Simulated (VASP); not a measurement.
# H2Ir16O in VASP: single point with PBE+D3(BJ)

Aim: the single point of H2Ir16O with PBE+D3(BJ).

Everything below comes from runs of VASP 6.6.1. Logs are shortened: lines on timing, memory, paths and dates and some standing lists are left out, and cuts for length are marked.

### Step 1. The cell of the first run

The cell holds a slab with vacuum, 19 atoms: a = 5.431 Å, b = 5.431 Å, c = 26.032 Å, α = 90.00°, β = 90.00°, γ = 120.00°.

### Step 2. Single point, PBE+D3(BJ)

Contents of INCAR:

```
PREC = Accurate
ENCUT = 520
EDIFF = 1E-6
ISMEAR = 0
SIGMA = 0.1
LREAL = Auto
LASPH = T
NELM = 100
ALGO = Normal
ISIF = 2
LWAVE = F
LCHARG = F
LDIPOL = T
IDIPOL = 3
DIPOL = 0.5 0.5 0.488
GGA = PE
IVDW = 12
NBANDS = 91
```

Contents of KPOINTS:

```
regular mesh
0
Gamma
  6 6 1
```

Contents of POSCAR:

```
H2Ir16O
1.0
    5.4313533137      0.0000000000      0.0000000000
   -2.7156766569      4.7036899466      0.0000000000
    0.0000000000      0.0000000000     26.0320221157
Ir O H
16 1 2
Direct
    0.3333333333      0.1666666667      0.3265209272
    0.3333333333      0.6666666667      0.3265209272
    0.8333333333      0.1666666667      0.3265209272
    0.8333333333      0.6666666667      0.3265209272
    0.6666666667      0.3333333333      0.4116983559
    0.6666666667      0.8333333333      0.4116983559
    0.1666666667      0.3333333333      0.4116983559
    0.1666666667      0.8333333333      0.4116983559
   -0.0004919301      0.4985221875      0.4958109235
   -0.0002519968      0.0002061110      0.4959133963
    0.4999440743      0.5000127153      0.4957753378
    0.5014585068      0.0005167366      0.4958046256
    0.3334884515      0.6665583150      0.5796085371
    0.3342177906      0.1677171202      0.5796120294
    0.8322721050      0.6657987278      0.5796193393
    0.8321015392      0.1676815946      0.5807815169
   -0.1480229254      0.1499309312      0.6721711030
   -0.2193285584     -0.0554247283      0.6725362294
    0.0593296473      0.2344201362      0.6726098890
```

Potentials or basis: VASP PAW PBE potentials, release 64 (Ir, O, H).

Launch:

```console
cat potpaw_PBE.64/Ir/POTCAR potpaw_PBE.64/O/POTCAR potpaw_PBE.64/H/POTCAR > POTCAR
mpirun -np 1 vasp_std > vasp.out
```

OUTCAR:

```text
PREC = Accurate
   ENCUT = 520
   EDIFF = 1E-6
   ISMEAR = 0
   LREAL = Auto
   LASPH = T
   NELM = 100
   ISIF = 2
   GGA = PE
   IVDW = 12
 IVDW          = 12

 ion  position               nearest neighbor table
   1  0.333  0.167  0.327-   4 2.72   4 2.72   3 2.72   3 2.72   2 2.72   2 2.72   7 2.72   5 2.72
                             8 2.72
   2  0.333  0.667  0.327-   3 2.72   3 2.72   4 2.72   4 2.72   1 2.72   1 2.72   8 2.72   6 2.72
                             7 2.72
   3  0.833  0.167  0.327-   2 2.72   2 2.72   1 2.72   1 2.72   4 2.72   4 2.72   5 2.72   7 2.72
                             6 2.72
   4  0.833  0.667  0.327-   1 2.72   1 2.72   2 2.72   2 2.72   3 2.72   3 2.72   6 2.72   8 2.72
                             5 2.72
   5  0.667  0.333  0.412-  12 2.69   9 2.69  11 2.69   8 2.72   8 2.72   7 2.72   7 2.72   6 2.72
                             6 2.72   3 2.72   1 2.72   4 2.72
   6  0.667  0.833  0.412-  12 2.69  11 2.69  10 2.69   7 2.72   7 2.72   8 2.72   8 2.72   5 2.72
                             5 2.72   4 2.72   2 2.72   3 2.72
   7  0.167  0.333  0.412-   9 2.69  11 2.69  10 2.69   6 2.72   6 2.72   5 2.72   5 2.72   8 2.72
                             8 2.72   1 2.72   3 2.72   2 2.72
   8  0.167  0.833  0.412-  10 2.70  12 2.70   9 2.70   5 2.72   5 2.72   6 2.72   6 2.72   7 2.72
                             7 2.72   2 2.72   4 2.72   1 2.72
   9  1.000  0.499  0.496-  13 2.69  15 2.69   7 2.69   5 2.69   8 2.70  16 2.70  12 2.70  10 2.71
                            11 2.71  11 2.72  10 2.72  12 2.73
  10  1.000  0.000  0.496-  15 2.69  14 2.69   6 2.69   7 2.69   8 2.70   9 2.71  12 2.71  16 2.71
                            11 2.72  11 2.72  12 2.72   9 2.72
  11  0.500  0.500  0.496-  14 2.68  15 2.68  13 2.69   7 2.69   6 2.69   5 2.69   9 2.71  12 2.71
                            10 2.72  10 2.72  12 2.72   9 2.72
  12  0.501  0.001  0.496-  13 2.69  14 2.69   6 2.69   5 2.69   8 2.70  16 2.70   9 2.70  10 2.71
                            11 2.71  11 2.72  10 2.72   9 2.73
  13  0.333  0.667  0.580-  11 2.69   9 2.69  12 2.69  15 2.71  14 2.71  16 2.72  16 2.72  14 2.72
                            15 2.72
  14  0.334  0.168  0.580-  11 2.68  10 2.69  12 2.69  16 2.70  15 2.71  13 2.71  13 2.72  15 2.73
                            16 2.73
  15  0.832  0.666  0.580-  11 2.68  10 2.69   9 2.69  16 2.71  14 2.71  13 2.71  13 2.72  14 2.73
                            16 2.73
  16  0.832  0.168  0.581-  17 2.39  12 2.70  14 2.70   9 2.70  15 2.71  10 2.71  13 2.72  13 2.72
                            15 2.73  14 2.73
  17  0.852  0.150  0.672-  18 0.98  19 0.98  16 2.39
  18  0.781  0.945  0.673-  17 0.98
  19  0.059  0.234  0.673-  17 0.98

  LATTYP: Found a hexagonal cell.
 ALAT       =     5.4313533137
 C/A-ratio  =     4.7929163529

  Lattice vectors:

 A1 = (   5.4313533137,   0.0000000000,   0.0000000000)
 A2 = (  -2.7156766569,   4.7036899466,   0.0000000000)
 A3 = (   0.0000000000,   0.0000000000,  26.0320221157)

Analysis of symmetry for initial positions (statically):
=====================================================================
 Subroutine PRICEL returns:
 Original cell was already a primitive cell.

 Routine SETGRP: Setting up the symmetry group for a
 hexagonal supercell.

 Subroutine GETGRP returns: Found  1 space group operations
 (whereof  1 operations were pure point group operations)
 out of a pool of 24 trial point group operations.

The static configuration has the point symmetry C_1 .

Analysis of symmetry for dynamics (positions and initial velocities):
=====================================================================
 Subroutine PRICEL returns:
 Original cell was already a primitive cell.

 Routine SETGRP: Setting up the symmetry group for a
 hexagonal supercell.

 Subroutine GETGRP returns: Found  1 space group operations
 (whereof  1 operations were pure point group operations)
 out of a pool of 24 trial point group operations.

The dynamic configuration has the point symmetry C_1 .

 Subroutine INISYM returns: Found  1 space group operations
 (whereof  1 operations are pure point group operations),
 and found     1 'primitive' translations

----------------------------------------------------------------------------------------

                                     Primitive cell

[... 64 lines left out ...]
     0.030686029  0.017716587  0.000000000     0.166666667 -0.000000000  0.000000000
     0.000000000  0.035433174  0.000000000     0.000000000  0.166666667  0.000000000
     0.000000000  0.000000000  0.038414227     0.000000000  0.000000000  1.000000000

  Length of vectors
     0.035433174  0.035433174  0.038414227

  Shift w.r.t. Gamma in fractional coordinates (k-lattice)
     0.000000000  0.000000000  0.000000000

 Subroutine IBZKPT returns following result:
 ===========================================

 Found     20 irreducible k-points:

 Following reciprocal coordinates:
            Coordinates               Weight
  0.000000  0.000000  0.000000      1.000000
  0.166667  0.000000  0.000000      2.000000
  0.000000  0.166667  0.000000      2.000000
 -0.166667  0.166667  0.000000      2.000000
  0.333333  0.000000  0.000000      2.000000
  0.000000  0.333333  0.000000      2.000000
[... 12 lines left out ...]
  0.500000 -0.166667  0.000000      2.000000
  0.333333  0.333333  0.000000      2.000000
   k-points           NKPTS =     20   k-points in BZ     NKDIM =     20   number of bands    NBANDS=     91
   number of dos      NEDOS =    301   number of ions     NIONS =     19
   total plane-waves  NPLWV = 313600
   dimension x,y,z NGX =    40 NGY =   40 NGZ =  196
   dimension x,y,z NGXF=    80 NGYF=   80 NGZF=  392
   ions per type =              16   1   2
   NGX,Y,Z   is equivalent  to a cutoff of  12.24, 12.24, 12.52 a.u.
   NGXF,Y,Z  is equivalent  to a cutoff of  24.49, 24.49, 25.03 a.u.
 SYSTEM =  unknown system
   PREC   = accura    normal or accurate (medium, high low for compatibility)
   ISTART =      0    job   : 0-new  1-cont  2-samecut
   ICHARG =      2    charge: 1-file 2-atom 10-const
   ISPIN  =      1    spin polarized calculation?
   LNONCOLLINEAR =      F non collinear calculations
   LSORBIT =      F    spin-orbit coupling
   LASPH  =      T    aspherical Exc in radial PAW
   ENCUT  =  520.0 eV  38.22 Ry    6.18 a.u.  10.10 10.10 48.40*2*pi/ulx,y,z
   NELM   =    100;   NELMIN=  2; NELMDL= -5     # of ELM steps
   EDIFF  = 0.1E-05   stopping-criterion for ELM
   LREAL  =      T    real-space projection
   EDIFFG = 0.1E-04   stopping-criterion for IOM
   NSW    =      0    number of steps for IOM
   IBRION =     -1    ionic relax: 0-MD 1-quasi-New 2-CG
   NFREE  =      0    steps in history (QN), initial steepest desc. (CG)
   ISIF   =      2    stress and relaxation
   ISYM   =      2    0-nonsym 1-usesym 2-fastsym
   POTIM  = 0.5000    time-step for ionic-motion
   TEBEG  =    0.0;   TEEND  =   0.0 temperature during run
   PSTRESS=    0.0 pullay stress
   NELECT =     152.0000    total number of electrons
   NUPDOWN=      -1.0000    fix difference up-down
   EMIN   =  10.00;   EMAX   =-10.00  energy-range for DOS
   EFERMI =   0.00;   METHOD = LEGACY
   ISMEAR =     0;   SIGMA  =   0.10  broadening in eV -4-tet -1-fermi 0-gaus
   EFERMI_NEDOS =   21; number of points for ismear=-14 and -15
   IALGO  =     38    algorithm
   IMIX   =      4    mixing-type and parameters
     AMIX     =   0.40;   BMIX     =  1.00
     AMIX_MAG =   1.60;   BMIX_MAG =  1.00
  volume/ion in A,a.u.               =      35.00       236.21
  Fermi-wavevector in a.u.,A,eV,Ry     =   1.000932  1.891487 13.631193  1.001864
  Thomas-Fermi vector in A             =   2.133321
   LORBIT       =      0    0 simple, 1 ext, 2 COOP (PROOUT), +10 PAW based schemes
   GGA     = PE    functional components
   LHFCALC =     F    Hartree Fock is set to
   AEXX    =    0.0000 exact exchange contribution
   IVDW    =    12    specifies the selected vdW correction
   LEPSILON=     F    determine dielectric tensor
   LRPA    =     F    only Hartree local field effects (RPA)
 non-spin polarized calculation
 Gauss-broadening in eV      SIGMA  =   0.10
  energy-cutoff  :      520.00
  volume of cell :      665.05
 maximum number of plane-waves:     17970
   NGX = 21   NGY = 21   NGZ = 97

 dipolmoment           0.000000      0.000000      0.366883 electrons x Angstroem

 number of electron     152.0000008 magnetization

 dipolmoment           0.000000      0.000000     -0.167421 electrons x Angstroem

 Free energy of the ion-electron system (eV)
  ---------------------------------------------------
  ext. energy  EPLUGINS =         0.00000000
  ---------------------------------------------------
  free energy    TOTEN  =      -149.02919906 eV

  energy without entropy =     -148.94215213  energy(sigma->0) =     -148.98567559

 E-fermi :   0.4805     XC(G=0):  -5.8074

 val. band max:        0.4298537074   @ k =  -0.3333   0.3333   0.0000
 cond. band min:       0.5024532249   @ k =   0.5000   0.5000   0.0000
 fundamental gap:      0.0725995175
 Fermi energy:         0.4804715120

 k-point     1 :       0.0000    0.0000    0.0000
  band No.  band energies     occupation
      1     -21.5613      2.00000
      2     -10.1046      2.00000
      3      -9.1587      2.00000
      4      -8.5983      2.00000
      5      -7.4260      2.00000
      6      -7.3257      2.00000
[... 1809 lines left out ...]
     87       0.9032      0.00000
     88       0.9587      0.00000
 [bands above 88 left out]

------------------------ aborting loop because EDIFF is reached ----------------------------------------

 vacuum level on the upper side and lower side of the slab       (xc-potential included)        -0.804         0.371

 Edisp (eV)   -8.94756

 E8    (eV) :    -4.2804

  FORCE on cell =-STRESS in cart. coord.  units (eV):
  Direction    XX          YY          ZZ          XY          YZ          ZX
  --------------------------------------------------------------------------------------
  -------------------------------------------------------------------------------------
  Total     -12.52130   -12.45864    -1.94447     0.03918    -0.04363     0.08128
  in kB     -30.16515   -30.01419    -4.68442     0.09440    -0.10511     0.19580
  external pressure =      -21.62 kB  Pullay stress =        0.00 kB

 VOLUME and BASIS-vectors are now :
 -----------------------------------------------------------------------------
  energy-cutoff  :      520.00
  volume of cell :      665.05
      direct lattice vectors                 reciprocal lattice vectors
     5.431353314  0.000000000  0.000000000     0.184116176  0.106299523  0.000000000
    -2.715676657  4.703689947  0.000000000     0.000000000  0.212599047  0.000000000
     0.000000000  0.000000000 26.032022116     0.000000000  0.000000000  0.038414227

 POSITION                                       TOTAL-FORCE (eV/Angst)
 -----------------------------------------------------------------------------------
      1.35784      0.78395      8.50000        -0.005121      0.042146      0.249636
     -0.00000      3.13579      8.50000         0.022214     -0.013049      0.236612
      4.07351      0.78395      8.50000        -0.003556      0.002158      0.291854
      2.71568      3.13579      8.50000        -0.039168     -0.017821      0.249204
      2.71568      1.56790     10.71734        -0.011621      0.007777     -0.285907
      1.35784      3.91974     10.71734         0.018050     -0.013545     -0.282095
[... 11 lines left out ...]
      1.67494      4.44299     17.50748        -0.018138     -0.105148      0.001169
     -0.31437      1.10264     17.50940         0.072030      0.071790     -0.000547
 -----------------------------------------------------------------------------------
    total drift:                                0.002411     -0.000656      0.015035

  FREE ENERGIE OF THE ION-ELECTRON SYSTEM (eV)
  ---------------------------------------------------
  free  energy   TOTEN  =      -157.9767565485 eV

  energy  without entropy=     -157.8897096185  energy(sigma->0) =     -157.93323308

 vacuum level on the upper side and lower side of the slab         4.558         5.755
```

Run time: 56 min. Hardware: 1 thread of Intel Xeon 6975P-C (Granite Rapids), shared host; peak memory 1.1 GiB.

What came out:

- Free energy: -157.9768 eV
- Largest force: 0.311 eV/Å
- Band gap on the k mesh: zero (bands 76 and 77 overlap by 1.34 eV)
- Dispersion energy per atom: -0.471 eV

Forces in eV/Å, atoms in the order of the input:
```
Ir  -0.005  0.042  0.250
Ir   0.022 -0.013  0.237
Ir  -0.004  0.002  0.292
Ir  -0.039 -0.018  0.249
Ir  -0.012  0.008 -0.286
Ir   0.018 -0.014 -0.282
Ir   0.020 -0.010 -0.284
Ir  -0.007  0.003 -0.311
Ir   0.000  0.006  0.000
Ir   0.004 -0.002  0.001
Ir   0.001  0.000 -0.001
Ir  -0.002 -0.001  0.001
Ir  -0.003 -0.001  0.034
Ir  -0.003 -0.003  0.033
Ir   0.002  0.001  0.036
Ir  -0.002  0.004  0.040
O   -0.046  0.029 -0.008
H   -0.018 -0.105  0.001
H    0.072  0.072 -0.001
```

Caveat: spin-orbit coupling is left out, which moves the levels of the heavy elements.

The gap in the log of VASP goes by the Fermi energy; the results here count the filled bands.